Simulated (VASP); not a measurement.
# B (P6/mmm) in VASP: notebook

Runs on B. Level: LDA. Tasks: single point.

Program: VASP 6.6.1. These are calculated values, not measurements. Logs are shortened: lines on timing, memory, paths and dates and some standing lists are left out, and cuts for length are marked.

## Step 1: The cell of the first run

The structure is hexagonal, space group P6/mmm (No. 191). The conventional cell has a = 1.674 Å, b = 1.674 Å, c = 3.574 Å, α = 90.00°, β = 90.00°, γ = 120.00°. B (site symmetry 6/mmm) has 6 B at 1.67 Å within 2.2 Å.

## Step 2: Single point, LDA

INCAR

```
SYSTEM = B
ALGO     = Normal         ! electronic algorithm
EDIFF    = 1E-7           ! SCF threshold, eV
ENCUT    = 520            ! plane-wave cutoff, eV
GGA      = CA             ! functional
ISIF     = 2              ! what is computed and relaxed
ISMEAR   = 1              ! smearing method
LASPH    = .True.         ! aspherical terms in the spheres
LCHARG   = .False.        ! write CHGCAR
LREAL    = .False.        ! projectors in reciprocal space
LWAVE    = .False.        ! write WAVECAR
NBANDS   = 8              ! bands
NELM     = 80             ! most SCF steps
PREC     = Accurate       ! precision mode
SIGMA    = 0.3            ! smearing width, eV
```

KPOINTS

```
k-points
0
Gamma
  19 19 8
  0 0 0
```

POSCAR

```
B
1.0
    1.6735736110      0.0000000000      0.0000000000
   -0.8367868055      1.4493571716      0.0000000000
    0.0000000000      0.0000000000      3.5737937551
B
1
Direct
    0.0000000000      0.0000000000      0.0000000000
```

Potentials or basis: VASP PAW LDA potentials, release 64 (B).

On the command line:

```bash
cat potpaw_LDA.64/B/POTCAR > POTCAR
mpirun -np 1 vasp_std > vasp.out
```

OUTCAR:

```text
SYSTEM = B
   EDIFF = 1E-7
   ENCUT = 520
   GGA = CA
   ISIF = 2
   ISMEAR = 1
   LASPH = .True.
   LREAL = .False.
   NELM = 80
   PREC = Accurate

 ion  position               nearest neighbor table
   1  0.000  0.000  0.000-

  LATTYP: Found a hexagonal cell.
 ALAT       =     1.6735736110
 C/A-ratio  =     2.1354266891

  Lattice vectors:

 A1 = (   1.6735736110,   0.0000000000,   0.0000000000)
 A2 = (  -0.8367868055,   1.4493571716,   0.0000000000)
 A3 = (   0.0000000000,   0.0000000000,   3.5737937551)

Analysis of symmetry for initial positions (statically):
=====================================================================
 Subroutine PRICEL returns:
 Original cell was already a primitive cell.

 Routine SETGRP: Setting up the symmetry group for a
 hexagonal supercell.

 Subroutine GETGRP returns: Found 24 space group operations
 (whereof 24 operations were pure point group operations)
 out of a pool of 24 trial point group operations.

The static configuration has the point symmetry D_6h.

Analysis of symmetry for dynamics (positions and initial velocities):
=====================================================================
 Subroutine PRICEL returns:
 Original cell was already a primitive cell.

 Routine SETGRP: Setting up the symmetry group for a
 hexagonal supercell.

 Subroutine GETGRP returns: Found 24 space group operations
 (whereof 24 operations were pure point group operations)
 out of a pool of 24 trial point group operations.

The dynamic configuration has the point symmetry D_6h.

 Subroutine INISYM returns: Found 24 space group operations
 (whereof 24 operations are pure point group operations),
 and found     1 'primitive' translations

----------------------------------------------------------------------------------------

                                     Primitive cell

  volume of cell :       8.6686

  direct lattice vectors                    reciprocal lattice vectors
     1.673573611  0.000000000  0.000000000     0.597523762  0.344980526  0.000000000
    -0.836786805  1.449357172  0.000000000     0.000000000  0.689961053  0.000000000
     0.000000000  0.000000000  3.573793755     0.000000000  0.000000000  0.279814692

  length of vectors
     1.673573611  1.673573533  3.573793755     0.689961020  0.689961053  0.279814692

  position of ions in fractional coordinates (direct lattice)
[... 71 lines left out ...]
   ISPIN  =      1    spin polarized calculation?
   LNONCOLLINEAR =      F non collinear calculations
   LSORBIT =      F    spin-orbit coupling
   LASPH  =      T    aspherical Exc in radial PAW
   ENCUT  =  520.0 eV  38.22 Ry    6.18 a.u.   3.11  3.11  6.64*2*pi/ulx,y,z
   NELM   =     80;   NELMIN=  2; NELMDL= -5     # of ELM steps
   EDIFF  = 0.1E-06   stopping-criterion for ELM
   LREAL  =      F    real-space projection
   EDIFFG = 0.1E-05   stopping-criterion for IOM
   NSW    =      0    number of steps for IOM
   IBRION =     -1    ionic relax: 0-MD 1-quasi-New 2-CG
   NFREE  =      0    steps in history (QN), initial steepest desc. (CG)
   ISIF   =      2    stress and relaxation
   ISYM   =      2    0-nonsym 1-usesym 2-fastsym
   POTIM  = 0.5000    time-step for ionic-motion
   TEBEG  =    0.0;   TEEND  =   0.0 temperature during run
   PSTRESS=    0.0 pullay stress
   NELECT =       3.0000    total number of electrons
   NUPDOWN=      -1.0000    fix difference up-down
   EMIN   =  10.00;   EMAX   =-10.00  energy-range for DOS
   EFERMI =   0.00;   METHOD = LEGACY
   ISMEAR =     1;   SIGMA  =   0.30  broadening in eV -4-tet -1-fermi 0-gaus
   EFERMI_NEDOS =   21; number of points for ismear=-14 and -15
   IALGO  =     38    algorithm
   IMIX   =      4    mixing-type and parameters
     AMIX     =   0.40;   BMIX     =  1.00
     AMIX_MAG =   1.60;   BMIX_MAG =  1.00
  volume/ion in A,a.u.               =       8.67        58.50
  Fermi-wavevector in a.u.,A,eV,Ry     =   1.149385  2.172022 17.974449  1.321085
  Thomas-Fermi vector in A             =   2.286054
   LORBIT       =      0    0 simple, 1 ext, 2 COOP (PROOUT), +10 PAW based schemes
   GGA     = CA    functional components
   LHFCALC =     F    Hartree Fock is set to
   AEXX    =    0.0000 exact exchange contribution
   IVDW    =     0    specifies the selected vdW correction
   LEPSILON=     F    determine dielectric tensor
   LRPA    =     F    only Hartree local field effects (RPA)
 non-spin polarized calculation
 Methfessel and Paxton  Order N= 1 SIGMA  =   0.30
  energy-cutoff  :      520.00
  volume of cell :        8.67
 maximum number of plane-waves:       247
   NGX =  7   NGY =  7   NGZ = 13

 number of electron       3.0000000 magnetization

 Free energy of the ion-electron system (eV)
  ---------------------------------------------------
  ext. energy  EPLUGINS =         0.00000000
  ---------------------------------------------------
  free energy    TOTEN  =        -6.73268339 eV

  energy without entropy =       -6.73186227  energy(sigma->0) =       -6.73240969

 E-fermi :   5.8208     XC(G=0): -10.5162

 val. band max:        5.7491598374   @ k =   0.3158   0.2632   0.5000
 cond. band min:       5.8435059652   @ k =   0.3684   0.0000   0.5000
 fundamental gap:      0.0943461278
 Fermi energy:         5.8207951515

 k-point     1 :       0.0000    0.0000    0.0000
  band No.  band energies     occupation
      1     -11.6796      2.00000
      2      -1.2636      2.00000
      3       7.8130     -0.00000
      4      31.4816      0.00000
      5      31.4816      0.00000
      6      32.4257      0.00000
      7      38.6741      0.00000
      8      53.5709      0.00000
[... 243 lines left out ...]
 k-point    24 :       0.3158    0.1053    0.0000
  band No.  band energies     occupation
      1      -5.3815      2.00000
      2       8.1741     -0.00000
      3      11.0512     -0.00000
      4      17.2337      0.00000
      5      22.5032      0.00000
      6      27.6875      0.00000
      7      35.6340      0.00000
      8      41.4601      0.00000

 [... further k-points ...]
[... 5 lines left out ...]
  --------------------------------------------------------------------------------------
  -------------------------------------------------------------------------------------
  Total        0.5987204      0.5987203     -0.0074038      0.0000000     -0.0000000      0.0000000
  in kB      110.6585335    110.6585196     -1.3684101      0.0000000     -0.0000000      0.0000000
  external PRESSURE =      73.3162143 kB  Pullay stress =       0.0000000 kB

 VOLUME and BASIS-vectors are now :
 -----------------------------------------------------------------------------
  energy-cutoff  :      520.00
  volume of cell :        8.67
      direct lattice vectors                 reciprocal lattice vectors
     1.673573611  0.000000000  0.000000000     0.597523762  0.344980526  0.000000000
    -0.836786805  1.449357172  0.000000000     0.000000000  0.689961053  0.000000000
     0.000000000  0.000000000  3.573793755     0.000000000  0.000000000  0.279814692

 POSITION                                       TOTAL-FORCE (eV/Angst)
 -----------------------------------------------------------------------------------
      0.00000      0.00000      0.00000         0.000000      0.000000      0.000000
 -----------------------------------------------------------------------------------
    total drift:                               -0.000000      0.000000     -0.000000

  FREE ENERGIE OF THE ION-ELECTRON SYSTEM (eV)
  ---------------------------------------------------
  free  energy   TOTEN  =        -6.7326833920 eV

  energy  without entropy=       -6.7318622739  energy(sigma->0) =       -6.73240969
```

OSZICAR:

```text
N       E                     dE             d eps       ncg     rms          rms(c)
DAV:   1    -0.299700624390E+01   -0.29970E+01   -0.15277E+03  3344   0.286E+02
DAV:   2    -0.734731780575E+01   -0.43503E+01   -0.41460E+01  4360   0.471E+01
DAV:   3    -0.735631375431E+01   -0.89959E-02   -0.89960E-02  3712   0.238E+00
DAV:   4    -0.735631664679E+01   -0.28925E-05   -0.28924E-05  4808   0.376E-02
DAV:   5    -0.735631664722E+01   -0.43597E-09   -0.57530E-09  3672   0.293E-04    0.318E+00
DAV:   6    -0.688086480593E+01    0.47545E+00   -0.42417E-01  3336   0.251E+00    0.169E+00
DAV:   7    -0.673370900315E+01    0.14716E+00   -0.46319E-01  3520   0.254E+00    0.341E-01
DAV:   8    -0.673570845899E+01   -0.19995E-02   -0.21297E-02  3392   0.616E-01    0.217E-01
DAV:   9    -0.673270023030E+01    0.30082E-02   -0.69853E-03  3440   0.317E-01    0.197E-02
DAV:  10    -0.673269380902E+01    0.64213E-05   -0.11047E-05  3752   0.243E-02    0.116E-02
DAV:  11    -0.673268339843E+01    0.10411E-04   -0.32442E-05  3544   0.214E-02    0.653E-04
DAV:  12    -0.673268339203E+01    0.63963E-08   -0.72708E-08  3544   0.185E-03
   1 F= -.67326834E+01 E0= -.67324097E+01  d E =-.821118E-03
```

Run time: 7 s. Hardware: 1 thread of Intel Xeon 6975P-C, shared host; peak memory 0.11 GiB.

Results:

* Free energy: -6.7327 eV
* Pressure: 7.3 GPa

Stress tensor (GPa, compression positive):
```
11.07  0.00  0.00
 0.00 11.07  0.00
 0.00  0.00 -0.14
```

## Step 3: Single point, LDA

This run uses another cell than the first one, of 8.94 Å³/atom, 1.032 times its volume.

INCAR

```
  PREC = Accurate
  ENCUT = 520
  EDIFF = 1E-7
  ISMEAR = 1
  SIGMA = 0.3
  LREAL = F
  LASPH = T
  NELM = 60
  ALGO = Normal
  ISIF = 2
  LWAVE = F
  LCHARG = F
  GGA = CA
  NBANDS = 8
```

KPOINTS

```
Automatic mesh
0
Gamma
  19 19 8
```

POSCAR

```
B
1.0
    1.6910079242      0.0000000000      0.0000000000
   -0.8455039621      1.4644557287      0.0000000000
    0.0000000000      0.0000000000      3.6110234527
B
1
Direct
    0.0000000000      0.0000000000      0.0000000000
```

Potentials or basis: VASP PAW LDA potentials, release 64 (B).

On the command line:

```bash
cat potpaw_LDA.64/B/POTCAR > POTCAR
mpirun -np 1 vasp_std > vasp.out
```

Wall time 9.6 s (1 thread of Intel Xeon 6975P-C, shared host); peak memory 0.11 GiB.

The run converged. Its results:

- Free energy: -6.7398 eV
- Pressure: 0.9 GPa

Stress tensor (GPa, compression positive):
```
 1.50  0.00  0.00
 0.00  1.50  0.00
 0.00  0.00 -0.25
```

Levels at points of the mesh, in eV from the Fermi level:
| k point | band 1 | band 2 | band 3 | band 4 | band 5 | band 6 | band 7 |
| --- | --- | --- | --- | --- | --- | --- | --- |
| (0.00, 0.00, 0.00) | -17.26 | -6.90 | 2.04 | 24.93 | 24.93 | 26.08 | 32.27 |
| (0.00, 0.00, 0.50) | -16.91 | -8.90 | 8.75 | 13.81 | 24.94 | 24.94 | 46.14 |

## Step 4: Single point, LDA

This run uses another cell than the first one, of 9.22 Å³/atom, 1.063 times its volume.

INCAR

```
PREC     = Accurate       # precision mode
ENCUT    = 520            # plane-wave cutoff, eV
EDIFF    = 1E-6           # SCF threshold, eV
ISMEAR   = 1              # smearing method
SIGMA    = 0.3            # smearing width, eV
LREAL    = False          # projectors in reciprocal space
LASPH    = True           # aspherical terms in the spheres
NELM     = 80             # most SCF steps
ALGO     = Normal         # electronic algorithm
ISIF     = 2              # what is computed and relaxed
LWAVE    = False          # write WAVECAR
LCHARG   = True           # write CHGCAR
LELF     = True           # ELF
LVHAR    = True         
NBANDS   = 8              # bands
```

KPOINTS

```
regular mesh
0
Gamma
  19 19 8
```

POSCAR

```
B
1.0
    1.7080899685      0.0000000000      0.0000000000
   -0.8540449842      1.4792492121      0.0000000000
    0.0000000000      0.0000000000      3.6475009060
B
1
Direct
    0.0000000000      0.0000000000      0.0000000000
```

On the command line:

```bash
cat potpaw_LDA.64/B/POTCAR > POTCAR
mpirun -np 1 vasp_std > vasp.out
```

Run time: 8.1 s. Hardware: 1 thread of Intel Xeon 6975P-C, shared host; peak memory 0.11 GiB.

It converged, with:

```
Free energy : -6.7367 eV
Pressure    : -4.7 GPa
```

Stress tensor (GPa, compression positive):
```
-6.78  0.00  0.00
 0.00 -6.78  0.00
 0.00  0.00 -0.39
```

Levels at points of the mesh, in eV from the Fermi level:
```tsv
k point	band 1	band 2	band 3	band 4	band 5	band 6
(0.00, 0.00, 0.00)	-17.02	-6.72	2.09	24.24	24.24	25.58
(0.00, 0.00, 0.50)	-16.69	-8.66	8.65	13.61	24.25	24.25
```

## Step 5: Summary

| cell | gap on the mesh (eV) | pressure (GPa) |
| --- | --- | --- |
| a = 1.674, b = 1.674, c = 3.574 Å, angles 90.0, 90.0, 120.0°, 1 atom | none | 7.3 |
| a = 1.691, b = 1.691, c = 3.611 Å, angles 90.0, 90.0, 120.0°, 1 atom | none | 0.9 |
| a = 1.708, b = 1.708, c = 3.648 Å, angles 90.0, 90.0, 120.0°, 1 atom | none | -4.7 |

Alike in all rows: task single point; level LDA; potentials or basis VASP PAW LDA potentials, release 64 (B); no spin polarisation; k mesh 19 × 19 × 8; cutoff (eV) 520; smearing methfessel-paxton 0.3 eV.

Absolute energies hang on the potentials; compare differences alone.
